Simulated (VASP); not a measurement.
# BC63 (a cell with a defect) in VASP: single point with PBE

Aim: the single point of BC63 (a cell with a defect) with PBE.

All numbers are computed with VASP 6.6.1; they aren't measurements. Logs are shortened: lines on timing, memory, paths and dates and some standing lists are left out, and cuts for length are marked.

### 1 The cell of the first run

The cell holds a defect, 64 atoms: a = 7.143 Å, b = 7.143 Å, c = 7.143 Å, α = 90.00°, β = 90.00°, γ = 90.00°.

### 2 Single point, PBE

Input file INCAR:

```
ALGO     = Normal         # electronic algorithm
EDIFF    = 1E-7           # SCF threshold, eV
ENCUT    = 520            # plane-wave cutoff, eV
GGA      = PE             # functional
ISIF     = 2              # what is computed and relaxed
ISMEAR   = 0              # smearing method
LASPH    = True           # aspherical terms in the spheres
LCHARG   = False          # write CHGCAR
LREAL    = Auto         
LWAVE    = False          # write WAVECAR
NBANDS   = 166            # bands
NELM     = 100            # most SCF steps
PREC     = Accurate       # precision mode
SIGMA    = 0.1            # smearing width, eV
```

Input file KPOINTS:

```
k-points
0
Gamma
  2 2 2
```

Input file POSCAR:

```
BC63
1.0
    7.1433410209      0.0000000000      0.0000000000
    0.0000000000      7.1433410209      0.0000000000
    0.0000000000      0.0000000000      7.1433410209
B C
1 63
Direct
    0.0000000000      0.0000000000      0.0000000000
    0.0000000000      0.0000000000      0.5000000000
    0.0000000000      0.5000000000      0.0000000000
    0.0000000000      0.5000000000      0.5000000000
    0.5000000000      0.0000000000      0.0000000000
    0.5000000000      0.0000000000      0.5000000000
    0.5000000000      0.5000000000      0.0000000000
    0.5000000000      0.5000000000      0.5000000000
    0.0009484467      0.2505078473      0.2505078473
   -0.0009484467      0.2505078473      0.7494921527
   -0.0009484467      0.7494921527      0.2505078473
    0.0009484467      0.7494921527      0.7494921527
    0.5000999445      0.2499109508      0.2499109508
    0.4999000555      0.2499109508      0.7500890492
    0.4999000555      0.7500890492      0.2499109508
    0.5000999445      0.7500890492      0.7500890492
    0.2505078473      0.0009484467      0.2505078473
    0.2505078473     -0.0009484467      0.7494921527
    0.2499109508      0.5000999445      0.2499109508
    0.2499109508      0.4999000555      0.7500890492
    0.7494921527     -0.0009484467      0.2505078473
    0.7494921527      0.0009484467      0.7494921527
    0.7500890492      0.4999000555      0.2499109508
    0.7500890492      0.5000999445      0.7500890492
    0.2505078473      0.2505078473      0.0009484467
    0.2499109508      0.2499109508      0.5000999445
    0.2505078473      0.7494921527     -0.0009484467
    0.2499109508      0.7500890492      0.4999000555
    0.7494921527      0.2505078473     -0.0009484467
    0.7500890492      0.2499109508      0.4999000555
    0.7494921527      0.7494921527      0.0009484467
    0.7500890492      0.7500890492      0.5000999445
    0.1282791472      0.1282791472      0.1282791472
    0.1248065667      0.1248065667      0.6252613453
    0.1248065667      0.6252613453      0.1248065667
    0.1248321346      0.6243872400      0.6243872400
    0.6252613453      0.1248065667      0.1248065667
    0.6243872400      0.1248321346      0.6243872400
    0.6243872400      0.6243872400      0.1248321346
    0.6251557421      0.6251557421      0.6251557421
    0.1248321346      0.3756127600      0.3756127600
    0.1248065667      0.3747386547      0.8751934333
    0.1248065667      0.8751934333      0.3747386547
    0.1282791472      0.8717208528      0.8717208528
    0.6251557421      0.3748442579      0.3748442579
    0.6243872400      0.3756127600      0.8751678654
    0.6243872400      0.8751678654      0.3756127600
    0.6252613453      0.8751934333      0.8751934333
    0.3756127600      0.1248321346      0.3756127600
    0.3747386547      0.1248065667      0.8751934333
    0.3748442579      0.6251557421      0.3748442579
    0.3756127600      0.6243872400      0.8751678654
    0.8751934333      0.1248065667      0.3747386547
    0.8717208528      0.1282791472      0.8717208528
    0.8751678654      0.6243872400      0.3756127600
    0.8751934333      0.6252613453      0.8751934333
    0.3756127600      0.3756127600      0.1248321346
    0.3748442579      0.3748442579      0.6251557421
    0.3747386547      0.8751934333      0.1248065667
    0.3756127600      0.8751678654      0.6243872400
    0.8751934333      0.3747386547      0.1248065667
    0.8751678654      0.3756127600      0.6243872400
    0.8717208528      0.8717208528      0.1282791472
    0.8751934333      0.8751934333      0.6252613453
```

Potentials or basis: VASP PAW PBE potentials, release 64 (B, C).

Command:

```
$ cat potpaw_PBE.64/B/POTCAR potpaw_PBE.64/C/POTCAR > POTCAR
$ mpirun -np 1 vasp_std > vasp.out
```

OUTCAR:

```text
EDIFF = 1E-7
   ENCUT = 520
   GGA = PE
   ISIF = 2
   ISMEAR = 0
   LASPH = True
   LREAL = Auto
   NELM = 100
   PREC = Accurate

 ion  position               nearest neighbor table
   1  0.000  0.000  0.000-  33 1.59  44 1.59  54 1.59  63 1.59
   2  0.000  0.000  0.500-  34 1.55  43 1.55  53 1.55  64 1.55
   3  0.000  0.500  0.000-  35 1.55  42 1.55  56 1.55  61 1.55
   4  0.000  0.500  0.500-  36 1.54  41 1.54  55 1.54  62 1.54
   5  0.500  0.000  0.000-  37 1.55  48 1.55  50 1.55  59 1.55
   6  0.500  0.000  0.500-  38 1.54  47 1.54  49 1.54  60 1.54
[... 56 lines left out ...]
  63  0.872  0.872  0.128-  11 1.53  21 1.53  31 1.53   1 1.59
  64  0.875  0.875  0.625-   2 1.55  32 1.55  22 1.55  12 1.55

  LATTYP: Found a simple cubic cell.
 ALAT       =     7.1433410209

  Lattice vectors:

 A1 = (   7.1433410209,   0.0000000000,   0.0000000000)
 A2 = (   0.0000000000,   7.1433410209,   0.0000000000)
 A3 = (   0.0000000000,   0.0000000000,   7.1433410209)

Analysis of symmetry for initial positions (statically):
=====================================================================
 Subroutine PRICEL returns:
 Original cell was already a primitive cell.

 Routine SETGRP: Setting up the symmetry group for a
 simple cubic supercell.

 Subroutine GETGRP returns: Found 24 space group operations
 (whereof 24 operations were pure point group operations)
 out of a pool of 48 trial point group operations.

The static configuration has the point symmetry T_d .

Analysis of symmetry for dynamics (positions and initial velocities):
=====================================================================
 Subroutine PRICEL returns:
 Original cell was already a primitive cell.

 Routine SETGRP: Setting up the symmetry group for a
 simple cubic supercell.

 Subroutine GETGRP returns: Found 24 space group operations
 (whereof 24 operations were pure point group operations)
 out of a pool of 48 trial point group operations.

The dynamic configuration has the point symmetry T_d .

 Subroutine INISYM returns: Found 24 space group operations
 (whereof 24 operations are pure point group operations),
 and found     1 'primitive' translations

----------------------------------------------------------------------------------------

                                     Primitive cell

  volume of cell :     364.5056

  direct lattice vectors                    reciprocal lattice vectors
     7.143341021  0.000000000  0.000000000     0.139990517  0.000000000  0.000000000
     0.000000000  7.143341021  0.000000000     0.000000000  0.139990517  0.000000000
     0.000000000  0.000000000  7.143341021     0.000000000  0.000000000  0.139990517

  length of vectors
     7.143341021  7.143341021  7.143341021     0.139990517  0.139990517  0.139990517

  position of ions in fractional coordinates (direct lattice)
     0.000000000  0.000000000  0.000000000
     0.000000000  0.000000000  0.500000000
     0.000000000  0.500000000  0.000000000
     0.000000000  0.500000000  0.500000000
     0.500000000  0.000000000  0.000000000
     0.500000000  0.000000000  0.500000000
[... 56 lines left out ...]
     0.871720853  0.871720853  0.128279147
     0.875193433  0.875193433  0.625261345

  ion indices of the primitive-cell ions
   primitive index   ion index
                 1           1
                 2           2
                 3           3
                 4           4
                 5           5
                 6           6
[... 56 lines left out ...]
                63          63
                64          64

----------------------------------------------------------------------------------------

 KPOINTS: k-points

Automatic generation of k-mesh.
 Grid dimensions read from file:
 generate k-points for:    2    2    2

 Generating k-lattice:

  Cartesian coordinates                     Fractional coordinates (reciprocal lattice)
     0.069995258  0.000000000  0.000000000     0.500000000  0.000000000  0.000000000
     0.000000000  0.069995258  0.000000000     0.000000000  0.500000000  0.000000000
     0.000000000  0.000000000  0.069995258     0.000000000  0.000000000  0.500000000

  Length of vectors
     0.069995258  0.069995258  0.069995258

  Shift w.r.t. Gamma in fractional coordinates (k-lattice)
     0.000000000  0.000000000  0.000000000

 Subroutine IBZKPT returns following result:
 ===========================================

 Found      4 irreducible k-points:

 Following reciprocal coordinates:
            Coordinates               Weight
  0.000000  0.000000  0.000000      1.000000
  0.500000  0.000000  0.000000      3.000000
  0.500000  0.500000  0.000000      3.000000
  0.500000  0.500000  0.500000      1.000000
   k-points           NKPTS =      4   k-points in BZ     NKDIM =      4   number of bands    NBANDS=    166
   number of dos      NEDOS =    301   number of ions     NIONS =     64
   total plane-waves  NPLWV = 157464
   dimension x,y,z NGX =    54 NGY =   54 NGZ =   54
   dimension x,y,z NGXF=   108 NGYF=  108 NGZF=  108
   ions per type =               1  63
   NGX,Y,Z   is equivalent  to a cutoff of  12.57, 12.57, 12.57 a.u.
   NGXF,Y,Z  is equivalent  to a cutoff of  25.13, 25.13, 25.13 a.u.
 SYSTEM =  unknown system
   PREC   = accura    normal or accurate (medium, high low for compatibility)
   ISTART =      0    job   : 0-new  1-cont  2-samecut
   ICHARG =      2    charge: 1-file 2-atom 10-const
   ISPIN  =      1    spin polarized calculation?
   LNONCOLLINEAR =      F non collinear calculations
   LSORBIT =      F    spin-orbit coupling
   LASPH  =      T    aspherical Exc in radial PAW
   ENCUT  =  520.0 eV  38.22 Ry    6.18 a.u.  13.28 13.28 13.28*2*pi/ulx,y,z
   NELM   =    100;   NELMIN=  2; NELMDL= -5     # of ELM steps
   EDIFF  = 0.1E-06   stopping-criterion for ELM
   LREAL  =      T    real-space projection
   EDIFFG = 0.1E-05   stopping-criterion for IOM
   NSW    =      0    number of steps for IOM
   IBRION =     -1    ionic relax: 0-MD 1-quasi-New 2-CG
   NFREE  =      0    steps in history (QN), initial steepest desc. (CG)
   ISIF   =      2    stress and relaxation
   ISYM   =      2    0-nonsym 1-usesym 2-fastsym
   POTIM  = 0.5000    time-step for ionic-motion
   TEBEG  =    0.0;   TEEND  =   0.0 temperature during run
   PSTRESS=    0.0 pullay stress
   NELECT =     255.0000    total number of electrons
   NUPDOWN=      -1.0000    fix difference up-down
   EMIN   =  10.00;   EMAX   =-10.00  energy-range for DOS
   EFERMI =   0.00;   METHOD = LEGACY
   ISMEAR =     0;   SIGMA  =   0.10  broadening in eV -4-tet -1-fermi 0-gaus
   EFERMI_NEDOS =   21; number of points for ismear=-14 and -15
   IALGO  =     38    algorithm
   IMIX   =      4    mixing-type and parameters
     AMIX     =   0.40;   BMIX     =  1.00
     AMIX_MAG =   1.60;   BMIX_MAG =  1.00
  volume/ion in A,a.u.               =       5.70        38.43
  Fermi-wavevector in a.u.,A,eV,Ry     =   1.453294  2.746328 28.736371  2.112064
  Thomas-Fermi vector in A             =   2.570577
   LORBIT       =      0    0 simple, 1 ext, 2 COOP (PROOUT), +10 PAW based schemes
   GGA     = PE    functional components
   LHFCALC =     F    Hartree Fock is set to
   AEXX    =    0.0000 exact exchange contribution
   IVDW    =     0    specifies the selected vdW correction
   LEPSILON=     F    determine dielectric tensor
   LRPA    =     F    only Hartree local field effects (RPA)
 non-spin polarized calculation
 Gauss-broadening in eV      SIGMA  =   0.10
  energy-cutoff  :      520.00
  volume of cell :      364.51
 maximum number of plane-waves:      9890
 NGX is ok and might be reduce to    54
   NGX = 27   NGY = 27   NGZ = 27

 number of electron     254.9999985 magnetization

 Free energy of the ion-electron system (eV)
  ---------------------------------------------------
  ext. energy  EPLUGINS =         0.00000000
  ---------------------------------------------------
  free energy    TOTEN  =      -578.49426462 eV

  energy without entropy =     -578.46776392  energy(sigma->0) =     -578.48101427

 E-fermi :   9.2977     XC(G=0): -13.2244

 val. band max:        9.2292764662   @ k =   0.5000   0.5000   0.0000
 cond. band min:       9.7897105663   @ k =   0.0000   0.0000   0.0000
 fundamental gap:      0.5604341001
 Fermi energy:         9.2976835012

 k-point     1 :       0.0000    0.0000    0.0000
  band No.  band energies     occupation
      1     -11.7930      2.00000
      2      -9.6005      2.00000
      3      -9.6005      2.00000
      4      -9.5390      2.00000
      5      -9.5390      2.00000
      6      -9.5390      2.00000
[... 131 lines left out ...]
    138      14.4358      0.00000
    139      14.4358      0.00000

 k-point     2 :       0.5000    0.0000    0.0000
  band No.  band energies     occupation
      1     -11.3101      2.00000
      2     -11.1231      2.00000
      3      -9.0866      2.00000
      4      -9.0501      2.00000
      5      -9.0501      2.00000
      6      -9.0177      2.00000
[... 131 lines left out ...]
    138      16.2215      0.00000
    139      16.2330      0.00000

 k-point     3 :       0.5000    0.5000    0.0000
  band No.  band energies     occupation
      1     -10.7760      2.00000
      2     -10.7021      2.00000
      3     -10.7021      2.00000
      4     -10.3854      2.00000
      5      -8.5457      2.00000
      6      -8.5415      2.00000
[... 131 lines left out ...]
    138      15.9686      0.00000
    139      15.9821      0.00000

 k-point     4 :       0.5000    0.5000    0.5000
  band No.  band energies     occupation
      1     -10.2305      2.00000
      2     -10.1900      2.00000
      3     -10.1900      2.00000
      4     -10.1900      2.00000
      5     -10.0799      2.00000
      6     -10.0799      2.00000
[... 131 lines left out ...]
    138      15.6229      0.00000
    139      15.6229      0.00000
 [bands above 139 left out]

------------------------ aborting loop because EDIFF is reached ----------------------------------------

  FORCE on cell =-STRESS in cart. coord.  units (eV):
  Direction    XX          YY          ZZ          XY          YZ          ZX
  --------------------------------------------------------------------------------------
  -------------------------------------------------------------------------------------
  Total        6.1028770      6.1028770      6.1028770      0.0000000     -0.0000000      0.0000000
  in kB       26.8250815     26.8250815     26.8250815      0.0000000     -0.0000000      0.0000000
  external PRESSURE =      26.8250815 kB  Pullay stress =       0.0000000 kB

 VOLUME and BASIS-vectors are now :
 -----------------------------------------------------------------------------
  energy-cutoff  :      520.00
  volume of cell :      364.51
      direct lattice vectors                 reciprocal lattice vectors
     7.143341021  0.000000000  0.000000000     0.139990517  0.000000000  0.000000000
     0.000000000  7.143341021  0.000000000     0.000000000  0.139990517  0.000000000
     0.000000000  0.000000000  7.143341021     0.000000000  0.000000000  0.139990517

 POSITION                                       TOTAL-FORCE (eV/Angst)
 -----------------------------------------------------------------------------------
      0.00000      0.00000      0.00000        -0.000000      0.000000      0.000000
      0.00000      0.00000      3.57167        -0.000000      0.000000      0.000000
      0.00000      3.57167      0.00000        -0.000000      0.000000      0.000000
      0.00000      3.57167      3.57167        -0.000000      0.000000      0.000000
      3.57167      0.00000      0.00000        -0.000000      0.000000      0.000000
      3.57167      0.00000      3.57167        -0.000000      0.000000      0.000000
[... 56 lines left out ...]
      6.22700      6.22700      0.91634         0.003100      0.003100     -0.003100
      6.25181      6.25181      4.46646         0.002467      0.002467     -0.002647
 -----------------------------------------------------------------------------------
    total drift:                               -0.000000     -0.000000      0.000000

  FREE ENERGIE OF THE ION-ELECTRON SYSTEM (eV)
  ---------------------------------------------------
  free  energy   TOTEN  =      -578.4942646158 eV

  energy  without entropy=     -578.4677639216  energy(sigma->0) =     -578.48101427
```

Wall time 3.6 min (1 thread of Intel Xeon 6975P-C (Granite Rapids), shared host); peak memory 0.45 GiB.

What came out:

| Quantity | Value |
| --- | --- |
| Free energy | -578.4943 eV |
| Pressure | 2.7 GPa |
| Largest force | 0.010 eV/Å |
| Band gap on the k mesh | zero (an odd number of electrons rules out a gap without spin polarisation) |

Forces in eV/Å, atoms in the order of the input:
```
B    0.000  0.000  0.000
C    0.000  0.000  0.000
C    0.000  0.000  0.000
C    0.000  0.000  0.000
C    0.000  0.000  0.000
C    0.000  0.000  0.000
C    0.000  0.000  0.000
C    0.000  0.000  0.000
C   -0.010  0.001  0.001
C    0.010  0.001 -0.001
C    0.010 -0.001  0.001
C   -0.010 -0.001 -0.001
C    0.002 -0.002 -0.002
C   -0.002 -0.002  0.002
C   -0.002  0.002 -0.002
C    0.002  0.002  0.002
C    0.001 -0.010  0.001
C    0.001  0.010 -0.001
C   -0.002  0.002 -0.002
C   -0.002 -0.002  0.002
C   -0.001  0.010  0.001
C   -0.001 -0.010 -0.001
C    0.002 -0.002 -0.002
C    0.002  0.002  0.002
C    0.001  0.001 -0.010
C   -0.002 -0.002  0.002
C    0.001 -0.001  0.010
C   -0.002  0.002 -0.002
C   -0.001  0.001  0.010
C    0.002 -0.002 -0.002
C   -0.001 -0.001 -0.010
C    0.002  0.002  0.002
C   -0.003 -0.003 -0.003
C   -0.002 -0.002 -0.003
C   -0.002 -0.003 -0.002
C   -0.007 -0.004 -0.004
C   -0.003 -0.002 -0.002
C   -0.004 -0.007 -0.004
C   -0.004 -0.004 -0.007
C   -0.004 -0.004 -0.004
C   -0.007  0.004  0.004
C   -0.002  0.003  0.002
C   -0.002  0.002  0.003
C   -0.003  0.003  0.003
C   -0.004  0.004  0.004
C   -0.004  0.004  0.007
C   -0.004  0.007  0.004
C   -0.003  0.002  0.002
C    0.004 -0.007  0.004
C    0.003 -0.002  0.002
C    0.004 -0.004  0.004
C    0.004 -0.004  0.007
C    0.002 -0.002  0.003
C    0.003 -0.003  0.003
C    0.007 -0.004  0.004
C    0.002 -0.003  0.002
C    0.004  0.004 -0.007
C    0.004  0.004 -0.004
C    0.003  0.002 -0.002
C    0.004  0.007 -0.004
C    0.002  0.003 -0.002
C    0.007  0.004 -0.004
C    0.003  0.003 -0.003
C    0.002  0.002 -0.003
```

Caveat: the k points lie up to 0.44 Å⁻¹ apart, too coarse for converged energies and pressures of a metal.

The gap in the log of VASP goes by the Fermi energy; the results here count the filled bands.